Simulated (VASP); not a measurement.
# Al12H in VASP: relaxation of the atoms with PBE

Aim: the relaxation of the atoms of Al12H with PBE.

Program: VASP 6.6.1. These are calculated values, not measurements. Logs are shortened: lines on timing, memory, paths and dates and some standing lists are left out, and cuts for length are marked.

### Step 1. The cell of the first run

The cell holds a slab with vacuum, 13 atoms: a = 5.714 Å, b = 5.714 Å, c = 20.102 Å, α = 90.00°, β = 90.00°, γ = 120.00°.

### Step 2. Relaxation of the atoms, PBE

INCAR

```
PREC     = Accurate       # precision mode
ENCUT    = 520            # plane-wave cutoff, eV
EDIFF    = 1E-7           # SCF threshold, eV
ISMEAR   = 0              # smearing method
SIGMA    = 0.1            # smearing width, eV
LREAL    = False          # projectors in reciprocal space
LASPH    = True           # aspherical terms in the spheres
NELM     = 100            # most SCF steps
ALGO     = Fast           # electronic algorithm
ISIF     = 2              # what is computed and relaxed
LWAVE    = False          # write WAVECAR
LCHARG   = False          # write CHGCAR
LDIPOL   = True         
IDIPOL   = 3            
DIPOL    = 0.5 0.5 0.325
GGA      = PE             # functional
IBRION   = 2              # ionic algorithm
NSW      = 36             # ionic steps
EDIFFG   = -0.025         # ionic threshold
```

KPOINTS

```
regular mesh
0
Gamma
  6 6 1
```

POSCAR

```
Al12H
1.0
    5.7143028096      0.0000000000      0.0000000000
   -2.8571514048      4.9487313980      0.0000000000
    0.0000000000      0.0000000000     20.1016424764
Al H
12 1
Selective dynamics
Direct
    0.3333333333      0.1666666667      0.1989887147  F F F
    0.3333333333      0.6666666667      0.1989887147  F F F
    0.8333333333      0.1666666667      0.1989887147  F F F
    0.8333333333      0.6666666667      0.1989887147  F F F
    0.1666666667      0.3333333333      0.3134533099  F F F
    0.1666666667      0.8333333333      0.3134533099  F F F
    0.6666666667      0.3333333333      0.3134533099  F F F
    0.6666666667      0.8333333333      0.3134533099  F F F
    0.0000000000      0.0000000000      0.4279074452  F F F
    0.0000000000      0.5000000000      0.4279074452  F F F
    0.5000000000      0.0000000000      0.4279074452  F F F
    0.5000000000      0.5000000000      0.4279074452  F F F
    0.0000000000      0.2500000000      0.4621032460  F F T
```

Potentials or basis: VASP PAW PBE potentials, release 64 (Al, H).

Launch:

```console
$ cat potpaw_PBE.64/Al/POTCAR potpaw_PBE.64/H/POTCAR > POTCAR
$ mpirun -np 1 vasp_std > vasp.out
```

OUTCAR:

```text
PREC = Accurate
   ENCUT = 520
   EDIFF = 1E-7
   ISMEAR = 0
   LREAL = False
   LASPH = True
   NELM = 100
   ISIF = 2
   GGA = PE
   IBRION = 2
   NSW = 36
   EDIFFG = -0.025

 ion  position               nearest neighbor table
   1  0.333  0.167  0.199-   5 2.83   6 2.83   7 2.83   4 2.86   2 2.86   2 2.86   4 2.86   3 2.86
                             3 2.86
   2  0.333  0.667  0.199-   6 2.83   5 2.83   8 2.83   3 2.86   1 2.86   1 2.86   3 2.86   4 2.86
                             4 2.86
   3  0.833  0.167  0.199-   7 2.83   8 2.83   5 2.83   4 2.86   2 2.86   4 2.86   2 2.86   1 2.86
                             1 2.86
   4  0.833  0.667  0.199-   8 2.83   7 2.83   6 2.83   3 2.86   1 2.86   3 2.86   1 2.86   2 2.86
                             2 2.86
   5  0.167  0.333  0.313-   9 2.83  12 2.83  10 2.83   1 2.83   2 2.83   3 2.83   8 2.86   6 2.86
                             6 2.86   8 2.86   7 2.86   7 2.86
   6  0.167  0.833  0.313-  10 2.83  11 2.83   9 2.83   2 2.83   1 2.83   4 2.83   7 2.86   5 2.86
                             5 2.86   7 2.86   8 2.86   8 2.86
   7  0.667  0.333  0.313-  11 2.83  10 2.83  12 2.83   3 2.83   4 2.83   1 2.83   8 2.86   6 2.86
                             8 2.86   6 2.86   5 2.86   5 2.86
   8  0.667  0.833  0.313-  12 2.83   9 2.83  11 2.83   4 2.83   3 2.83   2 2.83   7 2.86   5 2.86
                             7 2.86   5 2.86   6 2.86   6 2.86
   9  0.000  0.000  0.428-  13 1.59   5 2.83   8 2.83   6 2.83  12 2.86  10 2.86  10 2.86  12 2.86
                            11 2.86  11 2.86
  10  0.000  0.500  0.428-  13 1.59   6 2.83   7 2.83   5 2.83  11 2.86   9 2.86   9 2.86  11 2.86
                            12 2.86  12 2.86
  11  0.500  0.000  0.428-   7 2.83   6 2.83   8 2.83  10 2.86  12 2.86  12 2.86  10 2.86   9 2.86
                             9 2.86
  12  0.500  0.500  0.428-   8 2.83   5 2.83   7 2.83   9 2.86  11 2.86  11 2.86   9 2.86  10 2.86
                            10 2.86
  13  0.000  0.250  0.462-   9 1.59  10 1.59

  LATTYP: Found a hexagonal cell.
 ALAT       =     5.7143028096
 C/A-ratio  =     3.5177769093

  Lattice vectors:

 A1 = (   5.7143028096,   0.0000000000,   0.0000000000)
 A2 = (  -2.8571514048,   4.9487313980,   0.0000000000)
 A3 = (   0.0000000000,   0.0000000000,  20.1016424764)

Analysis of symmetry for initial positions (statically):
=====================================================================
 Subroutine PRICEL returns:
 Original cell was already a primitive cell.

 Routine SETGRP: Setting up the symmetry group for a
 hexagonal supercell.

 Subroutine GETGRP returns: Found  2 space group operations
 (whereof  1 operations were pure point group operations)
 out of a pool of 24 trial point group operations.

The static configuration has the point symmetry C_1 .
 The point group associated with its full space group is C_1h.

Analysis of symmetry for dynamics (positions and initial velocities):
=====================================================================
 Subroutine PRICEL returns:
 Original cell was already a primitive cell.

 Routine SETGRP: Setting up the symmetry group for a
 hexagonal supercell.

 Subroutine GETGRP returns: Found  2 space group operations
 (whereof  1 operations were pure point group operations)
 out of a pool of 24 trial point group operations.

The dynamic configuration has the point symmetry C_1 .
 The point group associated with its full space group is C_1h.

Analysis of constrained symmetry for selective dynamics:
=====================================================================
 Subroutine PRICEL returns:
 Original cell was already a primitive cell.

 Routine SETGRP: Setting up the symmetry group for a
 hexagonal supercell.

 Subroutine GETGRP returns: Found  2 space group operations
 (whereof  1 operations were pure point group operations)
 out of a pool of 24 trial point group operations.

The constrained configuration has the point symmetry C_1 .
 The point group associated with its full space group is C_1h.

 Subroutine INISYM returns: Found  2 space group operations
 (whereof  1 operations are pure point group operations),
 and found     1 'primitive' translations

----------------------------------------------------------------------------------------

                                     Primitive cell

  volume of cell :     568.4453
[... 69 lines left out ...]
  0.166667  0.000000  0.000000      2.000000
  0.000000  0.166667  0.000000      4.000000
  0.333333  0.000000  0.000000      2.000000
  0.000000  0.333333  0.000000      4.000000
  0.500000  0.000000  0.000000      1.000000
  0.000000  0.500000  0.000000      2.000000
  0.166667  0.166667  0.000000      4.000000
 -0.166667  0.333333  0.000000      2.000000
  0.333333  0.166667  0.000000      4.000000
 -0.166667  0.500000  0.000000      4.000000
  0.500000  0.333333  0.000000      4.000000
  0.333333  0.333333  0.000000      2.000000
   k-points           NKPTS =     13   k-points in BZ     NKDIM =     13   number of bands    NBANDS=     25
   number of dos      NEDOS =    301   number of ions     NIONS =     13
   total plane-waves  NPLWV = 264600
   dimension x,y,z NGX =    42 NGY =   42 NGZ =  150
   dimension x,y,z NGXF=    84 NGYF=   84 NGZF=  300
   ions per type =              12   1
   NGX,Y,Z   is equivalent  to a cutoff of  12.22, 12.22, 12.41 a.u.
   NGXF,Y,Z  is equivalent  to a cutoff of  24.44, 24.44, 24.81 a.u.
 SYSTEM =  unknown system
   PREC   = accura    normal or accurate (medium, high low for compatibility)
   ISTART =      0    job   : 0-new  1-cont  2-samecut
   ICHARG =      2    charge: 1-file 2-atom 10-const
   ISPIN  =      1    spin polarized calculation?
   LNONCOLLINEAR =      F non collinear calculations
   LSORBIT =      F    spin-orbit coupling
   LASPH  =      T    aspherical Exc in radial PAW
   ENCUT  =  520.0 eV  38.22 Ry    6.18 a.u.  10.62 10.62 37.38*2*pi/ulx,y,z
   NELM   =    100;   NELMIN=  2; NELMDL= -5     # of ELM steps
   EDIFF  = 0.1E-06   stopping-criterion for ELM
   LREAL  =      F    real-space projection
   EDIFFG = -.3E-01   stopping-criterion for IOM
   NSW    =     36    number of steps for IOM
   IBRION =      2    ionic relax: 0-MD 1-quasi-New 2-CG
   NFREE  =      1    steps in history (QN), initial steepest desc. (CG)
   ISIF   =      2    stress and relaxation
   ISYM   =      2    0-nonsym 1-usesym 2-fastsym
   POTIM  = 0.5000    time-step for ionic-motion
   TEBEG  =    0.0;   TEEND  =   0.0 temperature during run
   PSTRESS=    0.0 pullay stress
   NELECT =      37.0000    total number of electrons
   NUPDOWN=      -1.0000    fix difference up-down
   EMIN   =  10.00;   EMAX   =-10.00  energy-range for DOS
   EFERMI =   0.00;   METHOD = LEGACY
   ISMEAR =     0;   SIGMA  =   0.10  broadening in eV -4-tet -1-fermi 0-gaus
   EFERMI_NEDOS =   21; number of points for ismear=-14 and -15
   IALGO  =     68    algorithm
   IMIX   =      4    mixing-type and parameters
     AMIX     =   0.40;   BMIX     =  1.00
     AMIX_MAG =   1.60;   BMIX_MAG =  1.00
  volume/ion in A,a.u.               =      43.73       295.08
  Fermi-wavevector in a.u.,A,eV,Ry     =   0.658535  1.244452  5.900425  0.433669
  Thomas-Fermi vector in A             =   1.730388
   LORBIT       =      0    0 simple, 1 ext, 2 COOP (PROOUT), +10 PAW based schemes
   GGA     = PE    functional components
   LHFCALC =     F    Hartree Fock is set to
   AEXX    =    0.0000 exact exchange contribution
   IVDW    =     0    specifies the selected vdW correction
   LEPSILON=     F    determine dielectric tensor
   LRPA    =     F    only Hartree local field effects (RPA)
 conjugate gradient relaxation of ions
 non-spin polarized calculation
 RMM-DIIS sequential band-by-band and
 Gauss-broadening in eV      SIGMA  =   0.10
  energy-cutoff  :      520.00
  volume of cell :      568.45
 maximum number of plane-waves:     15351
   NGX = 21   NGY = 21   NGZ = 75

--------------------------------------- Ionic step        1  -------------------------------------------

 number of electron      37.0000001 magnetization

 Free energy of the ion-electron system (eV)
  ---------------------------------------------------
  ext. energy  EPLUGINS =         0.00000000
  ---------------------------------------------------
  free energy    TOTEN  =       -44.74812190 eV

  energy without entropy =      -44.72365066  energy(sigma->0) =      -44.73588628

------------------------ aborting loop because EDIFF is reached ----------------------------------------

  FORCE on cell =-STRESS in cart. coord.  units (eV):
  Direction    XX          YY          ZZ          XY          YZ          ZX
  --------------------------------------------------------------------------------------
  -------------------------------------------------------------------------------------
  Total       -0.8247485      1.0422894      1.8142182     -1.6169023     -0.3324918     -0.5758927
  in kB       -2.3245744      2.9377189      5.1134195     -4.5572797     -0.9371365     -1.6231680
  external PRESSURE =       1.9088547 kB  Pullay stress =       0.0000000 kB
[... 122 lines left out ...]
  FREE ENERGIE OF THE ION-ELECTRON SYSTEM (eV)
  ---------------------------------------------------
  free  energy   TOTEN  =       -45.1059711626 eV

  energy  without entropy=      -45.0854658066  energy(sigma->0) =      -45.09571848

 dipolmoment           0.000000      0.000000     -0.001331 electrons x Angstroem

--------------------------------------- Ionic step        4  -------------------------------------------

 number of electron      37.0000000 magnetization

 dipolmoment           0.000000      0.000000      0.003454 electrons x Angstroem

 Free energy of the ion-electron system (eV)
  ---------------------------------------------------
  ext. energy  EPLUGINS =         0.00000000
  ---------------------------------------------------
  free energy    TOTEN  =       -45.13091591 eV

  energy without entropy =      -45.11315738  energy(sigma->0) =      -45.12203665

 E-fermi :   0.2748     XC(G=0):  -4.4608

 val. band max:        0.2587657810   @ k =   0.1667   0.1667   0.0000
 cond. band min:       0.3403682396   @ k =  -0.1667   0.3333   0.0000
 fundamental gap:      0.0816024587
 Fermi energy:         0.2747995795

 k-point     1 :       0.0000    0.0000    0.0000
  band No.  band energies     occupation
      1     -10.3653      2.00000
      2      -8.8173      2.00000
      3      -6.5168      2.00000
      4      -4.8878      2.00000
      5      -4.4486      2.00000
      6      -4.4420      2.00000
[... 353 lines left out ...]
     24       2.3542      0.00000
     25       3.0503      0.00000

------------------------ aborting loop because EDIFF is reached ----------------------------------------

 vacuum level on the upper side and lower side of the slab       (xc-potential included)        -0.020        -0.041

  FORCE on cell =-STRESS in cart. coord.  units (eV):
  Direction    XX          YY          ZZ          XY          YZ          ZX
  --------------------------------------------------------------------------------------
  -------------------------------------------------------------------------------------
  Total       -2.2278187     -2.4783414      0.8327824      0.2169590     -0.1929304     -0.3341653
  in kB       -6.2791630     -6.9852675      2.3472181      0.6115044     -0.5437792     -0.9418532
  external PRESSURE =      -3.6390708 kB  Pullay stress =       0.0000000 kB
[... 28 lines left out ...]
  FREE ENERGIE OF THE ION-ELECTRON SYSTEM (eV)
  ---------------------------------------------------
  free  energy   TOTEN  =       -45.1309159136 eV

  energy  without entropy=      -45.1131573769  energy(sigma->0) =      -45.12203665

 reached required accuracy - stopping structural energy minimisation

 vacuum level on the upper side and lower side of the slab         4.210         4.190
```

Run time: 27 min. Hardware: 1 thread of Oxide Virtual Turin-like, shared host; peak memory 0.64 GiB.

What came out:

- Free energy: -45.1309 eV
- Energy gained by relaxing: 29.4 meV/atom
- Ionic steps: 4
- Band gap on the k mesh: zero (an odd number of electrons rules out a gap without spin polarisation)

Step by step:
| step | energy change (eV) | largest force on free atoms (eV/Å) | pressure (GPa) |
| --- | --- | --- | --- |
| 1 | 0.0000 | 1.6945 | 0.19 |
| 2 | -0.1275 | 1.4184 | 0.08 |
| 3 | -0.3578 | 0.4449 | -0.24 |
| 4 | -0.3828 | 0.0048 | -0.36 |

Final structure:
```
Al H
1.0
     5.71430    0.00000    0.00000
    -2.85715    4.94873    0.00000
     0.00000    0.00000   20.10164
Al H
12 1
Direct
  0.33333 0.16667 0.19899
  0.33333 0.66667 0.19899
  0.83333 0.16667 0.19899
  0.83333 0.66667 0.19899
  0.16667 0.33333 0.31345
  0.16667 0.83333 0.31345
  0.66667 0.33333 0.31345
  0.66667 0.83333 0.31345
  0.00000 0.00000 0.42791
  0.00000 0.50000 0.42791
  0.50000 0.00000 0.42791
  0.50000 0.50000 0.42791
  0.00000 0.25000 0.48395
```

Levels at points of the mesh, in eV from the Fermi level:
```csv
k point,band 15,band 16,band 17,band 18,band 19,band 20,band 21,band 22
"(0.00, 0.00, 0.00)",-2.78,-2.74,-1.51,-0.49,-0.41,-0.34,-0.18,-0.16
"(0.50, 0.00, 0.00)",-0.60,-0.51,-0.26,-0.25,0.40,0.89,0.89,1.24
"(0.00, 0.50, 0.00)",-0.59,-0.51,-0.42,-0.24,0.27,0.91,0.98,1.27
```

The gap in the log of VASP goes by the Fermi energy; the results here count the filled bands.